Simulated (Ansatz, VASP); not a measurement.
**PbS in VASP and in Ansatz**

INCAR

```
ALGO = Normal
EDIFF = 1E-6
ENCUT = 520
ISIF = 2
ISMEAR = -1
LASPH = True
LCHARG = False
LREAL = False
LWAVE = False
NBANDS = 17
NELM = 60
PREC = Accurate
SIGMA = 0.01
```

File KPOINTS:

```
k-points
0
Gamma
  8 8 8
```

POSCAR

```
PbS
1.0
   -0.0593000000      2.9353500000      2.9353500000
    2.9353500000     -0.0593000000      2.9353500000
    2.9353500000      2.9353500000     -0.0593000000
Pb S
1 1
Direct
    0.0000000000      0.0000000000      0.0000000000
    0.5000000000      0.5000000000      0.5000000000
```

Input for Ansatz:

```yaml
crystal:
  lattice:
    - [-0.0593, 2.93535, 2.93535]
    - [2.93535, -0.0593, 2.93535]
    - [2.93535, 2.93535, -0.0593]
  atoms:
    - { symbol: Pb, position: [0.0, 0.0, 0.0] }
    - { symbol: S, position: [0.5, 0.5, 0.5] }
kpoints:
  mp_grid: { grid: [8, 8, 8] }
  band_path:
    path:
      - [0.0, 0.0, 0.0]
      - [0.5, 0.5, 0.5]
      - [0.2551801333, 0.5, 0.7448198667]
      - [-0.2551801333, 0.2551801333, 0.5]
      - [0.0, 0.0, 0.5]
      - [0.0, 0.0, 0.0]
      - [-0.3775900666, 0.0, 0.3775900666]
      - [0.0, 0.3775900666, 0.6224099334]
      - [0.0, 0.5, 0.5]
    npoints: 5
scf:
  occupations: { method: fermi_dirac, width: 0.01 }
hamiltonian:
  xc: lda
  pseudopotentials: { kind: all_electron, lapw: { basis_error: 0.0005 } }
output:
  forces: true
  stress: true
  eigenvalues: true
```

Change from the starting cell: equal xy, yz and zx shear strains of -2 %.

Alike in both runs: task single point; functional LDA; k mesh 8 × 8 × 8; occupations fermi-dirac, width 0.01 eV; no spin polarisation.

```csv
,VASP,Ansatz
version,VASP 6.6.1,Ansatz 0.2.0
potentials or method,"VASP PAW LDA potentials, release 64 (Pb_d, S), cutoff 520 eV","all-electron LAPW, scalar-relativistic"
```

```csv
,VASP,Ansatz,Ansatz less VASP
pressure (GPa),-2.5,-2.6,-0.01
"traceless stress, the component that is largest in VASP (GPa)",0.39,0.40,+0.012
```

LDA's correlation is that of Perdew and Zunger in VASP and of Perdew and Wang (1992) in Ansatz. Ansatz ran all-electron here, and VASP with PAW potentials.

Spin-orbit coupling is off throughout.
